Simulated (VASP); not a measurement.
# Sn4P (Im-3m) in VASP: notebook

Sn4P is run at these levels: PBE; tasks: single point.

Everything below comes from runs of VASP 6.6.1. Logs are shortened: lines on timing, memory, paths and dates and some standing lists are left out, and cuts for length are marked.

## Step 1: The cell of the first run

The structure is cubic, space group Im-3m (No. 229). The conventional cell has a = 6.328 Å, b = 6.328 Å, c = 6.328 Å, α = 90.00°, β = 90.00°, γ = 90.00°. Sn (site symmetry -3m) has 2 P at 2.74 Å and 6 Sn at 3.16 Å within 3.6 Å. Within 3.6 Å of P (site symmetry m-3m) lie 8 Sn at 2.74 Å.

The cell was generated, and may not be a known phase.

## Step 2: Single point, PBE

INCAR

```
SYSTEM = Sn4P
  PREC = Accurate
  ENCUT = 520
  EDIFF = 1E-6
  ISMEAR = 0
  SIGMA = 0.1
  LREAL = .False.
  LASPH = .True.
  NELM = 60
  ALGO = Normal
  ISIF = 2
  LWAVE = .False.
  LCHARG = .True.
  GGA = PE
  LELF = .True.
  LVHAR = .True.
  NBANDS = 38
```

KPOINTS

```
regular mesh
0
Gamma
  4 4 4
  0 0 0
```

POSCAR

```
Sn4P
1.0
   -3.1639796500      3.1639796500      3.1639796500
    3.1639796500     -3.1639796500      3.1639796500
    3.1639796500      3.1639796500     -3.1639796500
Sn P
4 1
Direct
    0.0000000000      0.0000000000      0.5000000000
    0.5000000000      0.0000000000      0.0000000000
    0.5000000000      0.5000000000      0.5000000000
    0.0000000000      0.5000000000      0.0000000000
    0.0000000000      0.0000000000      0.0000000000
```

Potentials or basis: VASP PAW PBE potentials, release 64 (Sn_d, P).

Launch:

```bash
$ cat potpaw_PBE.64/Sn_d/POTCAR potpaw_PBE.64/P/POTCAR > POTCAR
$ mpirun -np 1 vasp_std > vasp.out
```

OUTCAR:

```text
SYSTEM = Sn4P
   PREC = Accurate
   ENCUT = 520
   EDIFF = 1E-6
   ISMEAR = 0
   LREAL = .False.
   LASPH = .True.
   NELM = 60
   ISIF = 2
   GGA = PE

 ion  position               nearest neighbor table
   1  0.000  0.000  0.500-   5 2.74   5 2.74   4 3.16   2 3.16   3 3.16   4 3.16   2 3.16   3 3.16

   2  0.500  0.000  0.000-   5 2.74   5 2.74   4 3.16   1 3.16   3 3.16   3 3.16   1 3.16   4 3.16

   3  0.500  0.500  0.500-   5 2.74   5 2.74   4 3.16   1 3.16   2 3.16   4 3.16   1 3.16   2 3.16

   4  0.000  0.500  0.000-   5 2.74   5 2.74   3 3.16   1 3.16   2 3.16   1 3.16   3 3.16   2 3.16

   5  0.000  0.000  0.000-   1 2.74   2 2.74   3 2.74   4 2.74   1 2.74   4 2.74   2 2.74   3 2.74

  LATTYP: Found a body centered cubic cell.
 ALAT       =     6.3279593000

  Lattice vectors:

 A1 = (  -3.1639796500,   3.1639796500,   3.1639796500)
 A2 = (   3.1639796500,  -3.1639796500,   3.1639796500)
 A3 = (   3.1639796500,   3.1639796500,  -3.1639796500)

Analysis of symmetry for initial positions (statically):
=====================================================================
 Subroutine PRICEL returns:
 Original cell was already a primitive cell.

 Routine SETGRP: Setting up the symmetry group for a
 body centered cubic supercell.

 Subroutine GETGRP returns: Found 48 space group operations
 (whereof 48 operations were pure point group operations)
 out of a pool of 48 trial point group operations.

The static configuration has the point symmetry O_h .

Analysis of symmetry for dynamics (positions and initial velocities):
=====================================================================
 Subroutine PRICEL returns:
 Original cell was already a primitive cell.

 Routine SETGRP: Setting up the symmetry group for a
 body centered cubic supercell.

 Subroutine GETGRP returns: Found 48 space group operations
 (whereof 48 operations were pure point group operations)
 out of a pool of 48 trial point group operations.

The dynamic configuration has the point symmetry O_h .

 Subroutine INISYM returns: Found 48 space group operations
 (whereof 48 operations are pure point group operations),
 and found     1 'primitive' translations

----------------------------------------------------------------------------------------

                                     Primitive cell

  volume of cell :     126.6955

  direct lattice vectors                    reciprocal lattice vectors
    -3.163979650  3.163979650  3.163979650     0.000000000  0.158028829  0.158028829
     3.163979650 -3.163979650  3.163979650     0.158028829  0.000000000  0.158028829
     3.163979650  3.163979650 -3.163979650     0.158028829  0.158028829  0.000000000

  length of vectors
     5.480173508  5.480173508  5.480173508     0.223486514  0.223486514  0.223486514

  position of ions in fractional coordinates (direct lattice)
     0.000000000  0.000000000  0.500000000
     0.500000000  0.000000000  0.000000000
     0.500000000  0.500000000  0.500000000
     0.000000000  0.500000000  0.000000000
     0.000000000  0.000000000  0.000000000

  ion indices of the primitive-cell ions
   primitive index   ion index
                 1           1
                 2           2
                 3           3
                 4           4
                 5           5

----------------------------------------------------------------------------------------

 KPOINTS: regular mesh

Automatic generation of k-mesh.
 Grid dimensions read from file:
 generate k-points for:    4    4    4

 Generating k-lattice:

  Cartesian coordinates                     Fractional coordinates (reciprocal lattice)
     0.000000000  0.039507207  0.039507207     0.250000000  0.000000000  0.000000000
     0.039507207  0.000000000  0.039507207     0.000000000  0.250000000  0.000000000
     0.039507207  0.039507207  0.000000000     0.000000000  0.000000000  0.250000000

  Length of vectors
     0.055871628  0.055871628  0.055871628

  Shift w.r.t. Gamma in fractional coordinates (k-lattice)
     0.000000000  0.000000000  0.000000000

 Subroutine IBZKPT returns following result:
 ===========================================

 Found      8 irreducible k-points:

 Following reciprocal coordinates:
            Coordinates               Weight
  0.000000  0.000000  0.000000      1.000000
  0.250000  0.000000  0.000000     12.000000
  0.500000  0.000000  0.000000      6.000000
  0.250000  0.250000  0.000000     24.000000
  0.250000  0.250000  0.250000      2.000000
 -0.250000  0.250000  0.250000      6.000000
  0.500000  0.500000  0.250000     12.000000
  0.500000  0.500000  0.500000      1.000000
   k-points           NKPTS =      8   k-points in BZ     NKDIM =      8   number of bands    NBANDS=     38
   number of dos      NEDOS =    301   number of ions     NIONS =      5
   total plane-waves  NPLWV =  74088
   dimension x,y,z NGX =    42 NGY =   42 NGZ =   42
   dimension x,y,z NGXF=    84 NGYF=   84 NGZF=   84
   ions per type =               4   1
   NGX,Y,Z   is equivalent  to a cutoff of  12.74, 12.74, 12.74 a.u.
   NGXF,Y,Z  is equivalent  to a cutoff of  25.48, 25.48, 25.48 a.u.
 SYSTEM =  Sn4P
   PREC   = accura    normal or accurate (medium, high low for compatibility)
   ISTART =      0    job   : 0-new  1-cont  2-samecut
   ICHARG =      2    charge: 1-file 2-atom 10-const
   ISPIN  =      1    spin polarized calculation?
   LNONCOLLINEAR =      F non collinear calculations
   LSORBIT =      F    spin-orbit coupling
   LASPH  =      T    aspherical Exc in radial PAW
   ENCUT  =  520.0 eV  38.22 Ry    6.18 a.u.  10.19 10.19 10.19*2*pi/ulx,y,z
   NELM   =     60;   NELMIN=  2; NELMDL= -5     # of ELM steps
   EDIFF  = 0.1E-05   stopping-criterion for ELM
   LREAL  =      F    real-space projection
   EDIFFG = 0.1E-04   stopping-criterion for IOM
   NSW    =      0    number of steps for IOM
   IBRION =     -1    ionic relax: 0-MD 1-quasi-New 2-CG
   NFREE  =      0    steps in history (QN), initial steepest desc. (CG)
   ISIF   =      2    stress and relaxation
   ISYM   =      2    0-nonsym 1-usesym 2-fastsym
   POTIM  = 0.5000    time-step for ionic-motion
   TEBEG  =    0.0;   TEEND  =   0.0 temperature during run
   PSTRESS=    0.0 pullay stress
   NELECT =      61.0000    total number of electrons
   NUPDOWN=      -1.0000    fix difference up-down
   EMIN   =  10.00;   EMAX   =-10.00  energy-range for DOS
   EFERMI =   0.00;   METHOD = LEGACY
   ISMEAR =     0;   SIGMA  =   0.10  broadening in eV -4-tet -1-fermi 0-gaus
   EFERMI_NEDOS =   21; number of points for ismear=-14 and -15
   IALGO  =     38    algorithm
   IMIX   =      4    mixing-type and parameters
     AMIX     =   0.40;   BMIX     =  1.00
     AMIX_MAG =   1.60;   BMIX_MAG =  1.00
  volume/ion in A,a.u.               =      25.34       171.00
  Fermi-wavevector in a.u.,A,eV,Ry     =   1.283112  2.424729 22.400297  1.646375
  Thomas-Fermi vector in A             =   2.415384
   LORBIT       =      0    0 simple, 1 ext, 2 COOP (PROOUT), +10 PAW based schemes
   GGA     = PE    functional components
   LHFCALC =     F    Hartree Fock is set to
   AEXX    =    0.0000 exact exchange contribution
   IVDW    =     0    specifies the selected vdW correction
   LEPSILON=     F    determine dielectric tensor
   LRPA    =     F    only Hartree local field effects (RPA)
 non-spin polarized calculation
 Gauss-broadening in eV      SIGMA  =   0.10
  energy-cutoff  :      520.00
  volume of cell :      126.70
 maximum number of plane-waves:      3463
 NGX is ok and might be reduce to    42
   NGX = 21   NGY = 21   NGZ = 21

 number of electron      61.0000013 magnetization

 Free energy of the ion-electron system (eV)
  ---------------------------------------------------
  ext. energy  EPLUGINS =         0.00000000
  ---------------------------------------------------
  free energy    TOTEN  =       -18.78502325 eV

  energy without entropy =      -18.74573573  energy(sigma->0) =      -18.76537949

 E-fermi :   7.8714     XC(G=0): -10.1955

 val. band max:        7.8422279950   @ k =   0.5000   0.5000   0.2500
 cond. band min:       7.8940037852   @ k =   0.5000   0.5000   0.5000
 fundamental gap:      0.0517757902
 Fermi energy:         7.8714330045

 k-point     1 :       0.0000    0.0000    0.0000
  band No.  band energies     occupation
      1     -13.8006      2.00000
      2     -13.8006      2.00000
      3     -13.7768      2.00000
      4     -13.6784      2.00000
      5     -13.6784      2.00000
      6     -13.6703      2.00000
[... 30 lines left out ...]
     37      14.4833      0.00000
     38      14.4833      0.00000

 k-point     2 :       0.2500    0.0000    0.0000
  band No.  band energies     occupation
      1     -13.7800      2.00000
      2     -13.7464      2.00000
      3     -13.7428      2.00000
      4     -13.6880      2.00000
      5     -13.6614      2.00000
      6     -13.6528      2.00000
[... 30 lines left out ...]
     37      12.7386      0.00000
     38      12.9766      0.00000

 k-point     3 :       0.5000    0.0000    0.0000
  band No.  band energies     occupation
      1     -13.7329      2.00000
      2     -13.7325      2.00000
      3     -13.6802      2.00000
      4     -13.6606      2.00000
      5     -13.6268      2.00000
      6     -13.6230      2.00000
[... 30 lines left out ...]
     37      12.8801      0.00000
     38      13.6082      0.00000

 k-point     4 :       0.2500    0.2500    0.0000
  band No.  band energies     occupation
      1     -13.7389      2.00000
      2     -13.6943      2.00000
      3     -13.6806      2.00000
      4     -13.6796      2.00000
      5     -13.6573      2.00000
      6     -13.6336      2.00000
[... 30 lines left out ...]
     37      12.2530      0.00000
     38      12.4414      0.00000

 k-point     5 :       0.2500    0.2500    0.2500
  band No.  band energies     occupation
      1     -13.6433      2.00000
      2     -13.6201      2.00000
      3     -13.6201      2.00000
      4     -13.6201      2.00000
      5     -13.6077      2.00000
      6     -13.6077      2.00000
[... 30 lines left out ...]
     37      12.0820      0.00000
     38      12.0820      0.00000

 k-point     6 :      -0.2500    0.2500    0.2500
  band No.  band energies     occupation
      1     -13.7926      2.00000
      2     -13.7260      2.00000
      3     -13.7115      2.00000
      4     -13.7115      2.00000
      5     -13.6790      2.00000
      6     -13.6483      2.00000
[... 30 lines left out ...]
     37      12.4458      0.00000
     38      13.1118      0.00000

 k-point     7 :       0.5000    0.5000    0.2500
  band No.  band energies     occupation
      1     -13.7623      2.00000
      2     -13.7618      2.00000
      3     -13.7314      2.00000
      4     -13.6890      2.00000
      5     -13.6818      2.00000
      6     -13.6632      2.00000
[... 30 lines left out ...]
     37      12.2517      0.00000
     38      12.7730      0.00000

 k-point     8 :       0.5000    0.5000    0.5000
  band No.  band energies     occupation
      1     -13.7847      2.00000
      2     -13.7847      2.00000
      3     -13.7847      2.00000
      4     -13.6944      2.00000
      5     -13.6944      2.00000
      6     -13.6944      2.00000
[... 30 lines left out ...]
     37      13.3255      0.00000
     38      14.7344      0.00000

------------------------ aborting loop because EDIFF is reached ----------------------------------------

  FORCE on cell =-STRESS in cart. coord.  units (eV):
  Direction    XX          YY          ZZ          XY          YZ          ZX
  --------------------------------------------------------------------------------------
  -------------------------------------------------------------------------------------
  Total        6.8336182      6.8336182      6.8336182      0.0000000     -0.0000000      0.0000000
  in kB       86.4172130     86.4172130     86.4172130      0.0000000     -0.0000000      0.0000000
  external PRESSURE =      86.4172130 kB  Pullay stress =       0.0000000 kB

 VOLUME and BASIS-vectors are now :
 -----------------------------------------------------------------------------
  energy-cutoff  :      520.00
  volume of cell :      126.70
      direct lattice vectors                 reciprocal lattice vectors
    -3.163979650  3.163979650  3.163979650     0.000000000  0.158028829  0.158028829
     3.163979650 -3.163979650  3.163979650     0.158028829  0.000000000  0.158028829
     3.163979650  3.163979650 -3.163979650     0.158028829  0.158028829  0.000000000

 POSITION                                       TOTAL-FORCE (eV/Angst)
 -----------------------------------------------------------------------------------
      1.58199      1.58199     -1.58199        -0.000000     -0.000000     -0.000000
     -1.58199      1.58199      1.58199        -0.000000     -0.000000     -0.000000
      1.58199      1.58199      1.58199         0.000000     -0.000000      0.000000
      1.58199     -1.58199      1.58199         0.000000      0.000000     -0.000000
      0.00000      0.00000      0.00000         0.000000      0.000000      0.000000
 -----------------------------------------------------------------------------------
    total drift:                               -0.000000     -0.000000      0.000000

  FREE ENERGIE OF THE ION-ELECTRON SYSTEM (eV)
  ---------------------------------------------------
  free  energy   TOTEN  =       -18.7850232459 eV

  energy  without entropy=      -18.7457357281  energy(sigma->0) =      -18.76537949
```

Wall time 93 s (1 thread of Intel Xeon 8259CL, shared host); peak memory 0.26 GiB.

What came out:

* Free energy: -18.7850 eV
* Pressure: 8.6 GPa
* Band gap on the k mesh: zero (an odd number of electrons rules out a gap without spin polarisation)

Caveat: the cell stands under pressure; spin-orbit coupling is left out, which moves the levels of the heavy elements.

## Step 3: Single point, PBE

This run uses another cell than the first one, of 29.23 Å³/atom.

INCAR

```
PREC     = Accurate       # precision mode
ENCUT    = 520            # plane-wave cutoff, eV
EDIFF    = 1E-6           # SCF threshold, eV
ISMEAR   = 0              # smearing method
SIGMA    = 0.1            # smearing width, eV
LREAL    = False          # projectors in reciprocal space
LASPH    = True           # aspherical terms in the spheres
NELM     = 80             # most SCF steps
ALGO     = Normal         # electronic algorithm
ISIF     = 2              # what is computed and relaxed
LWAVE    = False          # write WAVECAR
LCHARG   = True           # write CHGCAR
GGA      = PE             # functional
LELF     = True           # ELF
LVHAR    = True         
NBANDS   = 38             # bands
```

KPOINTS

```
Automatic mesh
0
Gamma
  4 4 4
```

POSCAR, as its differences from that of step 2:

```diff
@@ -2,5 +2,5 @@
 1.0
-   -3.1639796500      3.1639796500      3.1639796500
-    3.1639796500     -3.1639796500      3.1639796500
-    3.1639796500      3.1639796500     -3.1639796500
+   -3.3182236579      3.3182236579      3.3182236579
+    3.3182236579     -3.3182236579      3.3182236579
+    3.3182236579      3.3182236579     -3.3182236579
 Sn P
```

Potentials or basis: VASP PAW PBE potentials, release 64 (Sn_d, P).

Launch:

```bash
$ cat potpaw_PBE.64/Sn_d/POTCAR potpaw_PBE.64/P/POTCAR > POTCAR
$ mpirun -np 1 vasp_std > vasp.out
```

OUTCAR:

```text
PREC = Accurate
   ENCUT = 520
   EDIFF = 1E-6
   ISMEAR = 0
   LREAL = False
   LASPH = True
   NELM = 80
   ISIF = 2
   GGA = PE

 ion  position               nearest neighbor table
   1  0.000  0.000  0.500-   5 2.87   5 2.87   4 3.32   2 3.32   3 3.32   4 3.32   2 3.32   3 3.32

   2  0.500  0.000  0.000-   5 2.87   5 2.87   4 3.32   1 3.32   3 3.32   3 3.32   1 3.32   4 3.32

   3  0.500  0.500  0.500-   5 2.87   5 2.87   4 3.32   1 3.32   2 3.32   4 3.32   1 3.32   2 3.32

   4  0.000  0.500  0.000-   5 2.87   5 2.87   3 3.32   1 3.32   2 3.32   1 3.32   3 3.32   2 3.32

   5  0.000  0.000  0.000-   1 2.87   2 2.87   3 2.87   4 2.87   1 2.87   4 2.87   2 2.87   3 2.87

  LATTYP: Found a body centered cubic cell.
 ALAT       =     6.6364473158

  Lattice vectors:

 A1 = (  -3.3182236579,   3.3182236579,   3.3182236579)
 A2 = (   3.3182236579,  -3.3182236579,   3.3182236579)
 A3 = (   3.3182236579,   3.3182236579,  -3.3182236579)

Analysis of symmetry for initial positions (statically):
=====================================================================
 Subroutine PRICEL returns:
[... 164 lines left out ...]
 cond. band min:       6.2222019146   @ k =   0.5000   0.5000   0.5000
 fundamental gap:      0.0758982457
 Fermi energy:         6.2192137716

 k-point     1 :       0.0000    0.0000    0.0000
  band No.  band energies     occupation
      1     -15.3122      2.00000
      2     -15.3122      2.00000
      3     -15.2726      2.00000
      4     -15.2350      2.00000
      5     -15.2350      2.00000
      6     -15.2270      2.00000
[... 317 lines left out ...]
     37      11.1462      0.00000
     38      12.1922      0.00000

------------------------ aborting loop because EDIFF is reached ----------------------------------------

  FORCE on cell =-STRESS in cart. coord.  units (eV):
  Direction    XX          YY          ZZ          XY          YZ          ZX
  --------------------------------------------------------------------------------------
  -------------------------------------------------------------------------------------
  Total       -0.0719255     -0.0719255     -0.0719255     -0.0000000      0.0000000     -0.0000000
  in kB       -0.7885264     -0.7885264     -0.7885264     -0.0000000      0.0000000     -0.0000000
  external PRESSURE =      -0.7885264 kB  Pullay stress =       0.0000000 kB

 VOLUME and BASIS-vectors are now :
 -----------------------------------------------------------------------------
  energy-cutoff  :      520.00
  volume of cell :      146.14
      direct lattice vectors                 reciprocal lattice vectors
    -3.318223658  3.318223658  3.318223658     0.000000000  0.150683032  0.150683032
     3.318223658 -3.318223658  3.318223658     0.150683032  0.000000000  0.150683032
     3.318223658  3.318223658 -3.318223658     0.150683032  0.150683032  0.000000000

 POSITION                                       TOTAL-FORCE (eV/Angst)
 -----------------------------------------------------------------------------------
      1.65911      1.65911     -1.65911         0.000000     -0.000000      0.000000
     -1.65911      1.65911      1.65911        -0.000000      0.000000      0.000000
      1.65911      1.65911      1.65911         0.000000     -0.000000     -0.000000
      1.65911     -1.65911      1.65911         0.000000      0.000000      0.000000
      0.00000      0.00000      0.00000         0.000000      0.000000     -0.000000
 -----------------------------------------------------------------------------------
    total drift:                                0.000000      0.000000     -0.000000

  FREE ENERGIE OF THE ION-ELECTRON SYSTEM (eV)
  ---------------------------------------------------
  free  energy   TOTEN  =       -19.2451227576 eV

  energy  without entropy=      -19.2115143314  energy(sigma->0) =      -19.22831854
```

It took 1.7 min on 1 thread of Intel Xeon 8259CL, shared host; peak memory 0.32 GiB.

Results:

```
Free energy            : -19.2451 eV
Pressure               : -0.1 GPa
Band gap on the k mesh : zero (an odd number of electrons rules out a gap without spin polarisation)
```

Caveat: spin-orbit coupling is left out, which moves the levels of the heavy elements.

The gap in the log of VASP goes by the Fermi energy; the results here count the filled bands.